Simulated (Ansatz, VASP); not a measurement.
# Pt in VASP and in Ansatz

The input POSCAR:

```
Pt
1.0
   -1.7210122338      1.7210122338      1.3423895424
    1.7210122338     -1.7210122338      1.3423895424
    1.7210122338      1.7210122338     -1.3423895424
Pt
1
Direct
    0.0000000000      0.0000000000      0.0000000000
```

File INCAR.step1:

```
SYSTEM = Pt
PREC = Accurate ; ENCUT = 520
ISMEAR = 0 ; SIGMA = 0.15
LREAL = .False. ; LASPH = .True.
NELM = 60 ; NBANDS = 11
GGA = PE ; ALGO = Normal
EDIFF = 1E-4 ; LWAVE = .True.
LCHARG = .False.
```

INCAR.step2

```
SYSTEM = Pt
PREC = Accurate ; ENCUT = 520
EDIFF = 1E-7 ; ISMEAR = 0
SIGMA = 0.15 ; LREAL = .False.
LASPH = .True. ; NELM = 60
ALGO = Normal ; ISIF = 2
LWAVE = .False. ; LCHARG = .False.
METAGGA = R2SCAN ; LMIXTAU = .True.
NBANDS = 11 ; ISTART = 1
```

File KPOINTS:

```
Automatic mesh
0
Gamma
  24 24 24
  0 0 0
```

Input for Ansatz:

```yaml
crystal:
  lattice:
    - [-1.7210122338, 1.7210122338, 1.3423895424]
    - [1.7210122338, -1.7210122338, 1.3423895424]
    - [1.7210122338, 1.7210122338, -1.3423895424]
  atoms:
    - { symbol: Pt, position: [0.0, 0.0, 0.0] }
basis:
  ecutwfc: 500
kpoints:
  mp_grid: { grid: [24, 24, 24] }
hamiltonian:
  xc: r2scan
scf:
  occupations: { method: gaussian, width: 0.15 }
output:
  forces: true
  stress: true
  eigenvalues: true
```

Alike in both runs: task single point; functional r2SCAN; k mesh 24 × 24 × 24; occupations gaussian, width 0.15 eV; no spin polarisation.

|  | VASP | Ansatz |
| --- | --- | --- |
| version | VASP 6.6.1 | Ansatz 0.2.0 |
| potentials or method | VASP PAW PBE potentials, release 64 (Pt), cutoff 520 eV | scalar-relativistic, plane waves, PAW |
| valence electrons in the cell | 10 | 18 |

```csv
,VASP,Ansatz,Ansatz less VASP
gap on the k mesh at the Fermi level (eV),none,none,-
pressure (GPa),-5.0,-5.5,-0.55
"traceless stress, the component that is largest in VASP (GPa)",4.65,4.51,-0.144
```

VASP's potentials were made for PBE, not for r2SCAN. A gap of «none» marks a metal or a gap that the smearing closes. VASP's potentials hold 10 valence electrons a cell and Ansatz's 18, so a difference there can come from the potentials and not from the codes.

Neither program's run includes spin-orbit coupling.
